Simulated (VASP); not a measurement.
# Mg16O17 (a cell with a defect) (O interstitial hop between voids) in VASP: single point with PBE

Aim: the single point of Mg16O17 (a cell with a defect) (O interstitial hop between voids) with PBE.

Program: VASP 6.6.1. These are calculated values, not measurements. Logs are shortened: lines on timing, memory, paths and dates and some standing lists are left out, and cuts for length are marked.

### Step 1. The cell of the first run

The cell holds a defect, 33 atoms: a = 7.369 Å, b = 7.369 Å, c = 7.369 Å, α = 109.47°, β = 109.47°, γ = 109.47°.

### Step 2. Single point, PBE

INCAR reads:

```
  ALGO = Normal
  EDIFF = 1E-6
  ENCUT = 520
  GGA = PE
  GGA_COMPAT = False
  ISIF = 2
  ISMEAR = -1
  LASPH = True
  LCHARG = False
  LREAL = Auto
  LWAVE = False
  NBANDS = 89
  NELM = 120
  PREC = Accurate
  SIGMA = 0.01
```

KPOINTS reads:

```
k-points
0
Gamma
  1 1 1
```

POSCAR reads:

```
Mg16O17
1.0
   -4.2543812300      4.2543812300      4.2543812300
    4.2543812300     -4.2543812300      4.2543812300
    4.2543812300      4.2543812300     -4.2543812300
Mg O
16 17
Direct
   -0.0023750810     -0.0025491369     -0.0008486546
    0.0008632278      0.2528380608      0.7546914173
   -0.0009781681      0.5061853613      0.5079333241
    0.0008893185      0.7531314959      0.2547176526
    0.2550625911      0.0040256148      0.7576354411
    0.2316714104      0.2361759433      0.5021157918
    0.2316091217      0.5005208478      0.2378146069
    0.2552749604      0.7560352084      0.0058824065
    0.4974777495      0.0015256038      0.5034039933
    0.4957381311      0.2461032388      0.2477756325
    0.4974069989      0.5014347292      0.0030092508
    0.5048661330      0.7568931475      0.7585648360
    0.7476638383      0.0048909580      0.2507241223
    0.7476039001      0.2490003699      0.0065557125
    0.7654450375      0.4926408534      0.7766887407
    0.7648455378      0.7747683674      0.4939050796
    0.0014784759      0.0051939398      0.5040770641
   -0.0109851462      0.2473917929      0.2490930978
    0.0014293500      0.5022766848      0.0069722243
    0.0276030740      0.7665028881      0.7683872985
    0.2462037235     -0.0061724605      0.2519923444
    0.2460341336      0.2501037031     -0.0045624731
    0.2510902155      0.5022259136      0.7543235612
    0.2509449535      0.7525401056      0.5038890227
    0.5035518408      0.0041726397      0.0058735921
    0.4983342783      0.2522805179      0.7538951793
    0.4082945101      0.4324862772      0.4339406603
    0.4982603545      0.7520735277      0.2539800600
    0.7531893187      0.0158865641      0.7572638242
    0.7484503216      0.2512209043      0.5044899326
    0.7483555958      0.5028737164      0.2530726425
    0.7533205951      0.7557168308      0.0177770858
    0.6373037237      0.5987957736      0.6005976808
```

Potentials or basis: VASP PAW PBE potentials, release 64 (Mg, O).

On the command line:

```bash
cat potpaw_PBE.64/Mg/POTCAR potpaw_PBE.64/O/POTCAR > POTCAR
mpirun -np 1 vasp_gam > vasp.out
```

OUTCAR:

```text
EDIFF = 1E-6
   ENCUT = 520
   GGA = PE
   ISIF = 2
   ISMEAR = -1
   LASPH = True
   LREAL = Auto
   NELM = 120
   PREC = Accurate

 ion  position               nearest neighbor table
   1  0.998  0.997  0.999-  20 2.10  22 2.15  21 2.15  32 2.15  29 2.15  18 2.16  12 2.97  10 3.00
                             5 3.00   8 3.00   2 3.01   4 3.01  13 3.02  14 3.02   6 3.03   7 3.03
   2  0.001  0.253  0.755-  29 2.07  22 2.08  17 2.12  23 2.13  30 2.13  19 2.13  15 2.86  16 2.88
                             7 2.91   6 2.91  11 2.99   1 3.01   3 3.01   5 3.03   8 3.03   9 3.03
   3  0.999  0.506  0.508-  20 2.10  30 2.14  31 2.14  24 2.14  23 2.14  18 2.16   5 3.00   8 3.00
                             2 3.01   4 3.01  13 3.02  14 3.02   6 3.03   7 3.03  10 3.03  15 3.03
   4  0.001  0.753  0.255-  32 2.07  21 2.08  19 2.12  24 2.13  17 2.13  31 2.13  16 2.86  15 2.88
                             6 2.91   7 2.91   9 2.99   1 3.01   3 3.01   5 3.03   8 3.03  11 3.03
   5  0.255  0.004  0.758-  20 2.03  22 2.10  26 2.11  25 2.11  24 2.13  17 2.16   6 2.94  10 2.95
                            16 2.96  14 2.96   8 2.99   9 2.99  12 2.99  11 2.99   3 3.00   1 3.00
   6  0.232  0.236  0.502-  27 1.92  17 1.97  23 2.13  26 2.14  18 2.16  21 2.16   4 2.91   2 2.91
                            13 2.91   5 2.94   9 3.01  11 3.02   3 3.03   1 3.03  10 3.12  12 3.13
   7  0.232  0.501  0.238-  27 1.92  19 1.97  24 2.13  28 2.14  18 2.16  22 2.16   2 2.91   4 2.91
                            14 2.91   8 2.94  11 3.01   9 3.02   3 3.03   1 3.03  10 3.12  12 3.14
   8  0.255  0.756  0.006-  20 2.03  21 2.10  28 2.11  25 2.11  23 2.13  19 2.16   7 2.94  10 2.95
                            15 2.95  13 2.96   5 2.99  11 2.99  12 2.99   9 2.99   3 3.00   1 3.00
   9  0.497  0.002  0.503-  21 2.11  29 2.11  24 2.11  30 2.13  28 2.13  26 2.13  15 2.96  16 2.98
[... 10 lines left out ...]
                            13 2.94  12 2.96   5 2.96  10 2.97   3 3.02   1 3.02  11 3.02   9 3.03
  15  0.765  0.493  0.777-  33 1.88  19 1.94  26 2.07  30 2.12  32 2.20  20 2.32  27 2.75  14 2.85
                             2 2.86   4 2.88   8 2.95   9 2.96  11 2.98   3 3.03   1 3.05  12 3.16
  16  0.765  0.775  0.494-  33 1.88  17 1.95  28 2.07  31 2.12  29 2.20  20 2.32  27 2.74  13 2.85
                             4 2.86   2 2.88   5 2.96  11 2.96   9 2.98   3 3.03   1 3.05  12 3.16
  17  0.001  0.005  0.504-  16 1.95   6 1.97   2 2.12   4 2.13  13 2.16   5 2.16
  18  0.989  0.247  0.249-  13 2.07  14 2.07   6 2.16   7 2.16   3 2.16   1 2.16
  19  0.001  0.502  0.007-  15 1.94   7 1.97   4 2.12   2 2.13  14 2.16   8 2.16
  20  0.028  0.767  0.768-   8 2.03   5 2.03   1 2.10   3 2.10  15 2.32  16 2.32
  21  0.246  0.994  0.252-   4 2.08   8 2.10   9 2.11   1 2.15  10 2.15   6 2.16
  22  0.246  0.250  0.995-   2 2.08   5 2.10  11 2.11   1 2.15  10 2.15   7 2.16
  23  0.251  0.502  0.754-  11 2.11   6 2.13   2 2.13   8 2.13   3 2.14  12 2.15
  24  0.251  0.753  0.504-   9 2.11   4 2.13   7 2.13   5 2.13   3 2.14  12 2.15
  25  0.504  0.004  0.006-  14 2.08  13 2.08  10 2.09  12 2.11   8 2.11   5 2.11
  26  0.498  0.252  0.754-  15 2.07   5 2.11  11 2.12   9 2.13   6 2.14  14 2.15
  27  0.408  0.432  0.434-  33 1.45   7 1.92   6 1.92  10 2.03  12 2.42  16 2.74  15 2.75
  28  0.498  0.752  0.254-  16 2.07   8 2.11   9 2.13  11 2.13   7 2.14  13 2.15
  29  0.753  0.016  0.757-   2 2.07  14 2.08   9 2.11   1 2.15  12 2.16  16 2.20
  30  0.748  0.251  0.504-  15 2.12  13 2.12   9 2.13   2 2.13   3 2.14  10 2.15
  31  0.748  0.503  0.253-  16 2.12  11 2.13  14 2.13   4 2.13   3 2.14  10 2.14
  32  0.753  0.756  0.018-   4 2.07  13 2.08  11 2.11   1 2.15  12 2.17  15 2.20
  33  0.637  0.599  0.601-  27 1.45  15 1.88  16 1.88  12 2.07  10 2.55

  LATTYP: Found a body centered cubic cell.
 ALAT       =     8.5087624600

  Lattice vectors:

 A1 = (  -4.2543812300,   4.2543812300,   4.2543812300)
 A2 = (   4.2543812300,  -4.2543812300,   4.2543812300)
 A3 = (   4.2543812300,   4.2543812300,  -4.2543812300)

Analysis of symmetry for initial positions (statically):
=====================================================================
 Subroutine PRICEL returns:
 Original cell was already a primitive cell.

 Routine SETGRP: Setting up the symmetry group for a
 body centered cubic supercell.

 Subroutine GETGRP returns: Found  1 space group operations
 (whereof  1 operations were pure point group operations)
 out of a pool of 48 trial point group operations.

The static configuration has the point symmetry C_1 .

Analysis of symmetry for dynamics (positions and initial velocities):
=====================================================================
 Subroutine PRICEL returns:
 Original cell was already a primitive cell.

 Routine SETGRP: Setting up the symmetry group for a
 body centered cubic supercell.

 Subroutine GETGRP returns: Found  1 space group operations
 (whereof  1 operations were pure point group operations)
 out of a pool of 48 trial point group operations.
[... 97 lines left out ...]
 Grid dimensions read from file:
 generate k-points for:    1    1    1

 Generating k-lattice:

  Cartesian coordinates                     Fractional coordinates (reciprocal lattice)
     0.000000000  0.117525904  0.117525904     1.000000000  0.000000000  0.000000000
     0.117525904  0.000000000  0.117525904     0.000000000  1.000000000  0.000000000
     0.117525904  0.117525904  0.000000000     0.000000000  0.000000000  1.000000000

  Length of vectors
     0.166206727  0.166206727  0.166206727

  Shift w.r.t. Gamma in fractional coordinates (k-lattice)
     0.000000000  0.000000000  0.000000000

 Subroutine IBZKPT returns following result:
 ===========================================

 Found      1 irreducible k-points:

 Following reciprocal coordinates:
            Coordinates               Weight
  0.000000  0.000000  0.000000      1.000000
   k-points           NKPTS =      1   k-points in BZ     NKDIM =      1   number of bands    NBANDS=     89
   number of dos      NEDOS =    301   number of ions     NIONS =     33
   total plane-waves  NPLWV = 175616
   dimension x,y,z NGX =    56 NGY =   56 NGZ =   56
   dimension x,y,z NGXF=   112 NGYF=  112 NGZF=  112
   ions per type =              16  17
   NGX,Y,Z   is equivalent  to a cutoff of  12.63, 12.63, 12.63 a.u.
   NGXF,Y,Z  is equivalent  to a cutoff of  25.27, 25.27, 25.27 a.u.
 SYSTEM =  unknown system
   PREC   = accura    normal or accurate (medium, high low for compatibility)
   ISTART =      0    job   : 0-new  1-cont  2-samecut
   ICHARG =      2    charge: 1-file 2-atom 10-const
   ISPIN  =      1    spin polarized calculation?
   LNONCOLLINEAR =      F non collinear calculations
   LSORBIT =      F    spin-orbit coupling
   LASPH  =      T    aspherical Exc in radial PAW
   ENCUT  =  520.0 eV  38.22 Ry    6.18 a.u.  13.70 13.70 13.70*2*pi/ulx,y,z
   NELM   =    120;   NELMIN=  2; NELMDL= -5     # of ELM steps
   EDIFF  = 0.1E-05   stopping-criterion for ELM
   LREAL  =      T    real-space projection
   EDIFFG = 0.1E-04   stopping-criterion for IOM
   NSW    =      0    number of steps for IOM
   IBRION =     -1    ionic relax: 0-MD 1-quasi-New 2-CG
   NFREE  =      0    steps in history (QN), initial steepest desc. (CG)
   ISIF   =      2    stress and relaxation
   ISYM   =      2    0-nonsym 1-usesym 2-fastsym
   POTIM  = 0.5000    time-step for ionic-motion
   TEBEG  =    0.0;   TEEND  =   0.0 temperature during run
   PSTRESS=    0.0 pullay stress
   NELECT =     134.0000    total number of electrons
   NUPDOWN=      -1.0000    fix difference up-down
   EMIN   =  10.00;   EMAX   =-10.00  energy-range for DOS
   EFERMI =   0.00;   METHOD = LEGACY
   ISMEAR =    -1;   SIGMA  =   0.01  broadening in eV -4-tet -1-fermi 0-gaus
   EFERMI_NEDOS =   21; number of points for ismear=-14 and -15
   IALGO  =     38    algorithm
   IMIX   =      4    mixing-type and parameters
     AMIX     =   0.40;   BMIX     =  1.00
     AMIX_MAG =   1.60;   BMIX_MAG =  1.00
  volume/ion in A,a.u.               =       9.33        62.99
  Fermi-wavevector in a.u.,A,eV,Ry     =   1.240471  2.344151 20.936222  1.538769
  Thomas-Fermi vector in A             =   2.374910
   LORBIT       =      0    0 simple, 1 ext, 2 COOP (PROOUT), +10 PAW based schemes
   GGA     = PE    functional components
   LHFCALC =     F    Hartree Fock is set to
   AEXX    =    0.0000 exact exchange contribution
   IVDW    =     0    specifies the selected vdW correction
   LEPSILON=     F    determine dielectric tensor
   LRPA    =     F    only Hartree local field effects (RPA)
 non-spin polarized calculation
  energy-cutoff  :      520.00
  volume of cell :      308.01
 maximum number of plane-waves:      4196
 NGX is ok and might be reduce to    54
   NGX = 27   NGY = 27   NGZ = 27

 number of electron     133.9999997 magnetization

 Free energy of the ion-electron system (eV)
  ---------------------------------------------------
  ext. energy  EPLUGINS =         0.00000000
  ---------------------------------------------------
  free energy    TOTEN  =      -192.39215443 eV

  energy without entropy =     -192.39215443  energy(sigma->0) =     -192.39215443

 E-fermi :   3.8613     XC(G=0): -11.0530

 val. band max:        3.5426838734   @ k =   0.0000   0.0000   0.0000
 cond. band min:       7.8389796847   @ k =   0.0000   0.0000   0.0000
 fundamental gap:      4.2962958113
 Fermi energy:         3.8613042042

 k-point     1 :       0.0000    0.0000    0.0000
  band No.  band energies     occupation
      1     -18.0510      2.00000
      2     -13.9388      2.00000
      3     -13.2856      2.00000
      4     -13.1237      2.00000
      5     -12.9018      2.00000
      6     -12.8363      2.00000
[... 71 lines left out ...]
     78      12.4345      0.00000
     79      12.4520      0.00000
 [bands above 79 left out]

------------------------ aborting loop because EDIFF is reached ----------------------------------------

  FORCE on cell =-STRESS in cart. coord.  units (eV):
  Direction    XX          YY          ZZ          XY          YZ          ZX
  --------------------------------------------------------------------------------------
  -------------------------------------------------------------------------------------
  Total        6.7937479     13.8146701     13.6962995      2.6596759      1.3583601      2.6661483
  in kB       35.3387195     71.8591205     71.2433980     13.8347110      7.0657177     13.8683783
  external PRESSURE =      59.4804126 kB  Pullay stress =       0.0000000 kB

 VOLUME and BASIS-vectors are now :
 -----------------------------------------------------------------------------
  energy-cutoff  :      520.00
  volume of cell :      308.01
      direct lattice vectors                 reciprocal lattice vectors
    -4.254381230  4.254381230  4.254381230     0.000000000  0.117525904  0.117525904
     4.254381230 -4.254381230  4.254381230     0.117525904  0.000000000  0.117525904
     4.254381230  4.254381230 -4.254381230     0.117525904  0.117525904  0.000000000

 POSITION                                       TOTAL-FORCE (eV/Angst)
 -----------------------------------------------------------------------------------
      4.25003      4.25151      4.23704         0.034650      0.038596      0.038655
      4.28274      2.13875     -2.13140         0.002668      0.012711      0.015386
      0.06423      4.25766      4.24278        -0.019924      0.031554      0.034355
      4.28399     -2.11666      2.12423        -0.003590      0.016177      0.011136
      2.15526      4.29128     -2.12101        -0.001436      0.027497     -0.028139
      2.15536      2.11703     -0.14579         0.001085      0.041191     -0.047017
[... 25 lines left out ...]
      0.08583      0.06544      6.34439         0.007759      0.044059      0.031322
      2.39134      2.71900      2.70367         0.312975     -0.333944     -0.324766
 -----------------------------------------------------------------------------------
    total drift:                               -0.004157     -0.004313      0.012049

  FREE ENERGIE OF THE ION-ELECTRON SYSTEM (eV)
  ---------------------------------------------------
  free  energy   TOTEN  =      -192.3921544332 eV

  energy  without entropy=     -192.3921544332  energy(sigma->0) =     -192.39215443
```

It took 54 s on 1 thread of Intel Xeon 6975P-C (Granite Rapids), shared host; peak memory 0.39 GiB.

What came out:

- Free energy: -192.3922 eV
- Pressure: 5.9 GPa
- Largest force: 0.561 eV/Å
- Band gap on the k mesh: 4.30 eV

Forces on the atoms (eV/Å):
```
Mg   0.035  0.039  0.039
Mg   0.003  0.013  0.015
Mg  -0.020  0.032  0.034
Mg  -0.004  0.016  0.011
Mg  -0.001  0.027 -0.028
Mg   0.001  0.041 -0.047
Mg   0.001 -0.050  0.039
Mg  -0.002 -0.028  0.023
Mg  -0.003  0.031  0.041
Mg  -0.102 -0.006 -0.009
Mg   0.007  0.040  0.038
Mg   0.091  0.043  0.039
Mg  -0.003  0.040 -0.007
Mg   0.000 -0.004  0.042
Mg   0.009 -0.006  0.189
Mg   0.014  0.210 -0.004
O   -0.003  0.014  0.011
O    0.000  0.004  0.003
O   -0.005  0.007  0.023
O   -0.003 -0.094 -0.096
O   -0.034  0.025 -0.011
O   -0.036 -0.012  0.034
O   -0.015  0.022  0.042
O   -0.010  0.046  0.024
O   -0.001  0.010  0.007
O    0.001  0.014  0.062
O   -0.316 -0.305 -0.327
O    0.002  0.052  0.018
O    0.014  0.030  0.046
O    0.035 -0.008  0.047
O    0.024  0.047 -0.007
O    0.008  0.044  0.031
O    0.313 -0.334 -0.325
```

Stress tensor (GPa, compression positive):
```
3.53 1.38 1.39
1.38 7.19 0.71
1.39 0.71 7.12
```

Caveat: the k points lie up to 1.04 Å⁻¹ apart.
